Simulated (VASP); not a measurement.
A run of VASP 6.6.1 is set up as follows.

File INCAR:

```
PREC = Accurate ; ENCUT = 520
EDIFF = 1E-8 ; ISMEAR = -1
SIGMA = 0.08 ; LREAL = F
LASPH = T ; NELM = 80
ALGO = Normal ; ISIF = 2
LWAVE = F ; LCHARG = F
GGA = PE ; LEFG = T
NBANDS = 12
```

The input KPOINTS:

```
regular mesh
0
Gamma
  17 17 17
```

File POSCAR:

```
Ta
1.0
   -1.6512800000      1.6512800000      1.6182544000
    1.6512800000     -1.6512800000      1.6182544000
    1.6512800000      1.6512800000     -1.6182544000
Ta
1
Direct
    0.0000000000      0.0000000000      0.0000000000
```

Potentials or basis: VASP PAW PBE potentials, release 64 (Ta_pv).

Command:

```bash
$ cat potpaw_PBE.64/Ta_pv/POTCAR > POTCAR
$ mpirun -np 1 vasp_std > vasp.out
```

What does it give for the pressure?

7.7 GPa.

Stress tensor (GPa, compression positive):
```
6.93 0.00 0.00
0.00 6.93 0.00
0.00 0.00 9.20
```

Caveat: the cell differs from its parent crystal (zz strain of -2 %); without QUAD_EFG the Cq values of the log hold for a quadrupole moment of 1 mb, not for the nuclei.
